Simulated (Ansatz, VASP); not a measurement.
# One calculation of TePb, two programs

```xyz
2
Lattice="0.0000 3.2679 3.2679 3.2679 0.0000 3.2679 3.2679 3.2679 0.0000" Properties=species:S:1:pos:R:3 pbc="T T T"
Te    3.2679    3.2679    3.2679
Pb    0.0000    0.0000    0.0000
```

Alike in both runs: task single point; functional LDA; k mesh 6 × 6 × 6; no spin polarisation.

|  | VASP | Ansatz |
| --- | --- | --- |
| version | VASP 6.6.1 | Ansatz 0.2.0 |
| potentials or method | VASP PAW LDA potentials, release 64 (Te, Pb_d) | plane waves |
| plane-wave cutoff (eV) | 520 | 420 |
| occupations | gaussian, width 0.01 eV | fixed |
| valence electrons in the cell | 20 | 30 |

|  | VASP | Ansatz | Ansatz less VASP |
| --- | --- | --- | --- |
| gap on the k mesh at the Fermi level (eV) | 0.70 | 0.71 | +0.013 |
| pressure (GPa) | -2.9 | -3.0 | -0.05 |

LDA's correlation is that of Perdew and Zunger in VASP and of Perdew and Wang (1992) in Ansatz. VASP's potentials hold 20 valence electrons a cell and Ansatz's 30, so a difference there can come from the potentials and not from the codes.

Spin-orbit coupling is off throughout.
